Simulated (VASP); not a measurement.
# CdSb2O2: single point with PBE

CdSb2O2:

```xyz
5
Lattice="4.4831 0.0000 0.0000 -2.2415 3.8825 0.0000 0.0000 0.0000 7.3196" Properties=species:S:1:pos:R:3 pbc="T T T"
Cd    0.0000    0.0000    0.0000
Sb    2.2415    1.2942    1.8224
Sb    0.0000    2.5883    5.4972
O     2.2415    1.2942    4.6148
O     0.0000    2.5883    2.7048
```

```yaml
Program: VASP 6.6.1
Task: single point
Functional: PBE
Potentials_or_basis: VASP PAW PBE potentials, release 64 (Cd, Sb, O)
Cutoff: 520 eV
k_mesh: 6 × 6 × 4
Occupations: gaussian, width 0.1 eV
Spin: no spin polarisation
Dipole_correction: no
Further_INCAR_settings: ALGO = Normal; EDIFF = 1e-06; NBANDS = 25
```

```
Pressure               : -12.2 GPa
Largest force          : 2.487 eV/Å
Band gap on the k mesh : zero (band 17 reaches 3.76 eV, above the bottom of band 18 at 2.38 eV)
```

Forces in eV/Å, atoms in the order of the input:
```
Cd   0.000  0.000  0.000
Sb   0.000  0.000  2.487
Sb   0.000  0.000 -2.487
O    0.000  0.000  0.270
O    0.000  0.000 -0.270
```

Stress tensor (GPa, compression positive):
```
-11.88   0.00   0.00
  0.00 -11.88   0.00
  0.00   0.00 -12.96
```

Levels at points of the mesh, in eV from the Fermi level:
| k point | band 15 | band 16 | band 17 | band 18 | band 19 | band 20 |
| --- | --- | --- | --- | --- | --- | --- |
| (0.00, 0.00, 0.00) | -1.48 | -1.27 | 0.66 | 0.66 | 1.05 | 1.44 |
| (0.50, 0.00, 0.00) | -1.44 | -1.30 | -0.82 | 0.53 | 0.56 | 1.70 |
| (0.00, 0.00, 0.50) | -2.01 | -0.89 | 0.95 | 0.95 | 1.07 | 1.07 |
| (0.50, 0.00, 0.50) | -2.40 | -1.38 | -0.21 | 0.33 | 0.48 | 1.78 |

It took 84 s on 1 thread of Intel(R) Xeon(R) Platinum 8488C (Sapphire Rapids) (shared host), peak memory 0.28 GiB.

Caveat: spin-orbit coupling is left out, which moves the levels of the heavy elements; forces of over 1 eV/Å act on the atoms, so gaps and moduli don't describe the material at rest.
